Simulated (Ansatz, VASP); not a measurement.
## One calculation of SnSe2, two programs

```
Sn Se
1.0
     3.87153    0.00000    0.00000
    -1.93576    3.35284    0.00000
     0.00000    0.00000    7.00263
Sn Se
1 2
Direct
  0.00000 0.00000 0.00000
  0.33333 0.66667 0.22774
  0.66667 0.33333 0.77226
```

Alike in both runs: functional PBE; k mesh 14 × 14 × 10; occupations gaussian, width 0.02 eV; no spin polarisation.

Ansatz relaxed the structure, and its values are those at the end. VASP's run is a single point on that final structure, the one shown.

|  | VASP | Ansatz |
| --- | --- | --- |
| version | VASP 6.6.1 | Ansatz 0.2.0 |
| potentials or method | VASP PAW PBE potentials, release 64 (Sn_d, Se) | scalar-relativistic, plane waves, PAW |
| plane-wave cutoff (eV) | 520 | 420 |
| valence electrons in the cell | 26 | 46 |

|  | VASP | Ansatz | Ansatz less VASP |
| --- | --- | --- | --- |
| gap on the k mesh at the Fermi level (eV) | 0.68 | 0.69 | +0.002 |
| least direct gap on the mesh (eV) | 1.07 | 1.08 | +0.003 |
| pressure (GPa) | 0.1 | 0.0 | -0.05 |
| rms of the force components (eV/Å) | 0.006 | 0.000 | -0.0056 |

VASP's potentials hold 26 valence electrons a cell and Ansatz's 46, so a difference there can come from the potentials and not from the codes.
